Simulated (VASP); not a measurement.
# PbF2 (Fm-3m) in VASP: a series of runs

Runs on PbF2. Level: PBE. Tasks: single point, relaxation of cell and atoms.

All numbers are computed with VASP 6.6.1; they aren't measurements. Logs are shortened: lines on timing, memory, paths and dates and some standing lists are left out, and cuts for length are marked.

## Step 1: The cell of the first run

Symmetry: Fm-3m, No. 225, cubic system. The conventional cell has a = 6.001 Å, b = 6.001 Å, c = 6.001 Å, α = 90.00°, β = 90.00°, γ = 90.00°. Within 3.4 Å of Pb (site symmetry m-3m) lie 8 F at 2.60 Å. Within 3.4 Å of F (site symmetry -43m) lie 4 Pb at 2.60 Å and 6 F at 3.00 Å.

## Step 2: Single point, PBE

INCAR reads:

```
SYSTEM = PbF2
PREC = Accurate
ENCUT = 600
EDIFF = 1E-6
ISMEAR = 0
SIGMA = 0.01
LREAL = .FALSE.
LASPH = .TRUE.
NELM = 120
ALGO = Normal
ISIF = 2
LWAVE = .FALSE.
LCHARG = .TRUE.
GGA = PE
LELF = .TRUE.
LVHAR = .TRUE.
NBANDS = 21
GGA_COMPAT = .FALSE.
```

KPOINTS reads:

```
Automatic mesh
0
G
  8 8 8
  0 0 0
```

POSCAR reads:

```
PbF2
1.0
    0.0000000000      3.0003441327      3.0003441327
    3.0003441327      0.0000000000      3.0003441327
    3.0003441327      3.0003441327      0.0000000000
Pb F
1 2
Direct
    0.0000000000      0.0000000000      0.0000000000
    0.2500000000      0.2500000000      0.2500000000
    0.7500000000      0.7500000000      0.7500000000
```

Potentials or basis: VASP PAW PBE potentials, release 64 (Pb_d, F).

Launch:

```sh
cat potpaw_PBE.64/Pb_d/POTCAR potpaw_PBE.64/F/POTCAR > POTCAR
mpirun -np 1 vasp_std > vasp.out
```

OUTCAR:

```text
SYSTEM = PbF2
   PREC = Accurate
   ENCUT = 600
   EDIFF = 1E-6
   ISMEAR = 0
   LREAL = .FALSE.
   LASPH = .TRUE.
   NELM = 120
   ISIF = 2
   GGA = PE

 ion  position               nearest neighbor table
   1  0.000  0.000  0.000-   3 2.60   3 2.60   3 2.60   2 2.60   2 2.60   2 2.60   3 2.60   2 2.60

   2  0.250  0.250  0.250-   1 2.60   1 2.60   1 2.60   1 2.60
   3  0.750  0.750  0.750-   1 2.60   1 2.60   1 2.60   1 2.60

  LATTYP: Found a face centered cubic cell.
 ALAT       =     6.0006882654

  Lattice vectors:

 A1 = (   0.0000000000,   3.0003441327,   3.0003441327)
 A2 = (   3.0003441327,   0.0000000000,   3.0003441327)
 A3 = (   3.0003441327,   3.0003441327,   0.0000000000)

Analysis of symmetry for initial positions (statically):
=====================================================================
 Subroutine PRICEL returns:
 Original cell was already a primitive cell.

 Routine SETGRP: Setting up the symmetry group for a
 face centered cubic supercell.

 Subroutine GETGRP returns: Found 48 space group operations
 (whereof 48 operations were pure point group operations)
 out of a pool of 48 trial point group operations.

The static configuration has the point symmetry O_h .

Analysis of symmetry for dynamics (positions and initial velocities):
=====================================================================
 Subroutine PRICEL returns:
 Original cell was already a primitive cell.

 Routine SETGRP: Setting up the symmetry group for a
 face centered cubic supercell.

 Subroutine GETGRP returns: Found 48 space group operations
 (whereof 48 operations were pure point group operations)
 out of a pool of 48 trial point group operations.

The dynamic configuration has the point symmetry O_h .

 Subroutine INISYM returns: Found 48 space group operations
 (whereof 48 operations are pure point group operations),
 and found     1 'primitive' translations

----------------------------------------------------------------------------------------

                                     Primitive cell

  volume of cell :      54.0186

  direct lattice vectors                    reciprocal lattice vectors
     0.000000000  3.000344133  3.000344133    -0.166647550  0.166647550  0.166647550
     3.000344133  0.000000000  3.000344133     0.166647550 -0.166647550  0.166647550
     3.000344133  3.000344133  0.000000000     0.166647550  0.166647550 -0.166647550

  length of vectors
     4.243127364  4.243127364  4.243127364     0.288642024  0.288642024  0.288642024

[... 77 lines left out ...]
   LNONCOLLINEAR =      F non collinear calculations
   LSORBIT =      F    spin-orbit coupling
   LASPH  =      T    aspherical Exc in radial PAW
   ENCUT  =  600.0 eV  44.10 Ry    6.64 a.u.   8.47  8.47  8.47*2*pi/ulx,y,z
   NELM   =    120;   NELMIN=  2; NELMDL= -5     # of ELM steps
   EDIFF  = 0.1E-05   stopping-criterion for ELM
   LREAL  =      F    real-space projection
   EDIFFG = 0.1E-04   stopping-criterion for IOM
   NSW    =      0    number of steps for IOM
   IBRION =     -1    ionic relax: 0-MD 1-quasi-New 2-CG
   NFREE  =      0    steps in history (QN), initial steepest desc. (CG)
   ISIF   =      2    stress and relaxation
   ISYM   =      2    0-nonsym 1-usesym 2-fastsym
   POTIM  = 0.5000    time-step for ionic-motion
   TEBEG  =    0.0;   TEEND  =   0.0 temperature during run
   PSTRESS=    0.0 pullay stress
   NELECT =      28.0000    total number of electrons
   NUPDOWN=      -1.0000    fix difference up-down
   EMIN   =  10.00;   EMAX   =-10.00  energy-range for DOS
   EFERMI =   0.00;   METHOD = LEGACY
   ISMEAR =     0;   SIGMA  =   0.01  broadening in eV -4-tet -1-fermi 0-gaus
   EFERMI_NEDOS =   21; number of points for ismear=-14 and -15
   IALGO  =     38    algorithm
   IMIX   =      4    mixing-type and parameters
     AMIX     =   0.40;   BMIX     =  1.00
     AMIX_MAG =   1.60;   BMIX_MAG =  1.00
  volume/ion in A,a.u.               =      18.01       121.51
  Fermi-wavevector in a.u.,A,eV,Ry     =   1.315063  2.485108 23.529776  1.729390
  Thomas-Fermi vector in A             =   2.445272
   LORBIT       =      0    0 simple, 1 ext, 2 COOP (PROOUT), +10 PAW based schemes
   GGA     = PE    functional components
   LHFCALC =     F    Hartree Fock is set to
   AEXX    =    0.0000 exact exchange contribution
   IVDW    =     0    specifies the selected vdW correction
   LEPSILON=     F    determine dielectric tensor
   LRPA    =     F    only Hartree local field effects (RPA)
 non-spin polarized calculation
 Gauss-broadening in eV      SIGMA  =   0.01
  energy-cutoff  :      600.00
  volume of cell :       54.02
 maximum number of plane-waves:      1826
 NGX is ok and might be reduce to    36
   NGX = 17   NGY = 17   NGZ = 17

 number of electron      27.9999997 magnetization

 Free energy of the ion-electron system (eV)
  ---------------------------------------------------
  ext. energy  EPLUGINS =         0.00000000
  ---------------------------------------------------
  free energy    TOTEN  =       -14.35429289 eV

  energy without entropy =      -14.35429289  energy(sigma->0) =      -14.35429289

 E-fermi :   1.5184     XC(G=0):  -9.2234

 val. band max:        1.4433304694   @ k =  -0.2500   0.5000   0.2500
 cond. band min:       5.8630240256   @ k =   0.5000   0.5000   0.0000
 fundamental gap:      4.4196935562
 Fermi energy:         1.5184493004

 k-point     1 :       0.0000    0.0000    0.0000
  band No.  band energies     occupation
      1     -19.3605      2.00000
      2     -18.8037      2.00000
      3     -12.9570      2.00000
      4     -12.9570      2.00000
      5     -12.9570      2.00000
      6     -12.9150      2.00000
[... 565 lines left out ...]
     20      17.2853      0.00000
     21      17.8278      0.00000

 [... further k-points ...]
[... 5 lines left out ...]
  --------------------------------------------------------------------------------------
  -------------------------------------------------------------------------------------
  Total       -0.0822147     -0.0822147     -0.0822147      0.0000000      0.0000000      0.0000000
  in kB       -2.4384666     -2.4384666     -2.4384666      0.0000000      0.0000000      0.0000000
  external PRESSURE =      -2.4384666 kB  Pullay stress =       0.0000000 kB

 VOLUME and BASIS-vectors are now :
 -----------------------------------------------------------------------------
  energy-cutoff  :      600.00
  volume of cell :       54.02
      direct lattice vectors                 reciprocal lattice vectors
     0.000000000  3.000344133  3.000344133    -0.166647550  0.166647550  0.166647550
     3.000344133  0.000000000  3.000344133     0.166647550 -0.166647550  0.166647550
     3.000344133  3.000344133  0.000000000     0.166647550  0.166647550 -0.166647550

 POSITION                                       TOTAL-FORCE (eV/Angst)
 -----------------------------------------------------------------------------------
      0.00000      0.00000      0.00000        -0.000000     -0.000000      0.000000
      1.50017      1.50017      1.50017         0.000000      0.000000      0.000000
      4.50052      4.50052      4.50052        -0.000000     -0.000000     -0.000000
 -----------------------------------------------------------------------------------
    total drift:                                0.000000      0.000000      0.000000

  FREE ENERGIE OF THE ION-ELECTRON SYSTEM (eV)
  ---------------------------------------------------
  free  energy   TOTEN  =       -14.3542928890 eV

  energy  without entropy=      -14.3542928890  energy(sigma->0) =      -14.35429289
```

OSZICAR:

```text
N       E                     dE             d eps       ncg     rms          rms(c)
DAV:   1     0.310306018936E+03    0.31031E+03   -0.15736E+04  1241   0.165E+03
DAV:   2     0.131502158905E+02   -0.29716E+03   -0.27876E+03  1302   0.455E+02
DAV:   3    -0.154920569260E+02   -0.28642E+02   -0.28304E+02  1433   0.146E+02
DAV:   4    -0.163343842287E+02   -0.84233E+00   -0.84169E+00  1378   0.260E+01
DAV:   5    -0.163637740707E+02   -0.29390E-01   -0.29388E-01  1569   0.513E+00    0.807E+00
DAV:   6    -0.143692125505E+02    0.19946E+01   -0.90846E+00  1642   0.232E+01    0.277E+00
DAV:   7    -0.143620300061E+02    0.71825E-02   -0.48619E-01  1261   0.417E+00    0.160E+00
DAV:   8    -0.143564812572E+02    0.55487E-02   -0.11196E-01  1268   0.358E+00    0.555E-01
DAV:   9    -0.143531195592E+02    0.33617E-02   -0.21824E-02  1581   0.105E+00    0.110E-01
DAV:  10    -0.143543320454E+02   -0.12125E-02   -0.19844E-03  1243   0.432E-01    0.408E-02
DAV:  11    -0.143542832298E+02    0.48816E-04   -0.18237E-04  1422   0.128E-01    0.138E-02
DAV:  12    -0.143542950367E+02   -0.11807E-04   -0.64065E-05  1352   0.725E-02    0.124E-02
DAV:  13    -0.143542928965E+02    0.21401E-05   -0.22463E-05  1451   0.443E-02    0.296E-03
DAV:  14    -0.143542928890E+02    0.75493E-08   -0.12278E-06  1152   0.736E-03
   1 F= -.14354293E+02 E0= -.14354293E+02  d E =-.205954E-28
```

Run time: 58 s. Hardware: 1 thread of Intel Xeon 8259CL, shared host; peak memory 0.22 GiB.

Results:

| Quantity | Value |
| --- | --- |
| Free energy | -14.3543 eV |
| Pressure | -0.2 GPa |
| Band gap on the k mesh | 4.42 eV (least direct gap 4.56 eV) |

Caveat: spin-orbit coupling is left out, which moves the levels of the heavy elements. A k mesh can miss the band edges.

## Step 3: Relaxation of cell and atoms, PBE

INCAR reads:

```
ALGO     = Normal         # electronic algorithm
EDIFF    = 1E-7           # SCF threshold, eV
EDIFFG   = -0.001         # ionic threshold
ENCUT    = 600            # plane-wave cutoff, eV
GGA      = PE             # functional
GGA_COMPAT= F            
IBRION   = 2              # ionic algorithm
ISIF     = 3              # what is computed and relaxed
ISMEAR   = 0              # smearing method
LASPH    = T              # aspherical terms in the spheres
LCHARG   = F              # write CHGCAR
LREAL    = F              # projectors in reciprocal space
LWAVE    = F              # write WAVECAR
NELM     = 120            # most SCF steps
NELMIN   = 4            
NSW      = 80             # ionic steps
PREC     = Accurate       # precision mode
SIGMA    = 0.01           # smearing width, eV
```

KPOINTS reads:

```
k-points
0
Gamma
  8 8 8
```

POSCAR reads:

```
PbF2
1.0
    0.0000000000      2.9999686929      2.9999686929
    2.9999686929      0.0000000000      2.9999686929
    2.9999686929      2.9999686929      0.0000000000
Pb F
1 2
Direct
    0.0000000000      0.0000000000      0.0000000000
    0.2500000000      0.2500000000      0.2500000000
    0.7500000000      0.7500000000      0.7500000000
```

Potentials or basis: VASP PAW PBE potentials, release 64 (Pb_d, F).

Launch:

```sh
cat potpaw_PBE.64/Pb_d/POTCAR potpaw_PBE.64/F/POTCAR > POTCAR
mpirun -np 1 vasp_std > vasp.out
```

It took 99 s on 1 thread of Intel Xeon 8259CL, shared host; peak memory 0.22 GiB.

It converged, with:

```yaml
Free_energy: -14.3544 eV
Relaxed_volume: 17.94 Å³/atom
Relaxed_cell: a = 4.238 Å, b = 4.238 Å, c = 4.238 Å, α = 60.00°, β = 60.00°, γ = 60.00°
Space_group_after_relaxing_to_0.1_Å: Fm-3m (No. 225)
Energy_gained_by_relaxing: 0.0 meV/atom
Ionic_steps: 3
Pressure_after_relaxing: 0.0 GPa
Band_gap_on_the_k_mesh: 4.42 eV (least direct gap 4.56 eV)
```

Step by step:
```tsv
step	energy change (eV)	largest force (eV/Å)	pressure (GPa)	volume (Å³)
1	0.0000	0.0000	-0.22	54.00
2	-0.0001	0.0000	0.02	53.81
3	-0.0001	0.0000	0.00	53.82
```

Final structure:
```yaml
crystal:
  lattice:
    - [0.00000, 2.99671, 2.99671]
    - [2.99671, 0.00000, 2.99671]
    - [2.99671, 2.99671, 0.00000]
  atoms:
    - { symbol: Pb, position: [0.00000, 0.00000, 0.00000] }
    - { symbol: F, position: [0.25000, 0.25000, 0.25000] }
    - { symbol: F, position: [0.75000, 0.75000, 0.75000] }
```

Levels at points of the mesh, in eV from the valence-band top:
```tsv
k point	band 10	band 11	band 12	band 13	band 14	band 15	band 16	band 17	band 18
(0.00, 0.00, 0.00)	-2.26	-2.26	-1.77	-1.77	-1.77	6.74	6.74	6.74	10.55
(0.50, 0.00, 0.00)	-2.44	-2.44	-1.94	-1.94	-0.01	5.03	7.56	7.56	13.17
(0.50, 0.50, 0.00)	-3.28	-1.38	-1.38	-1.37	-0.14	4.42	7.78	7.78	9.03
```

Caveat: spin-orbit coupling is left out, which moves the levels of the heavy elements. A k mesh can miss the band edges.
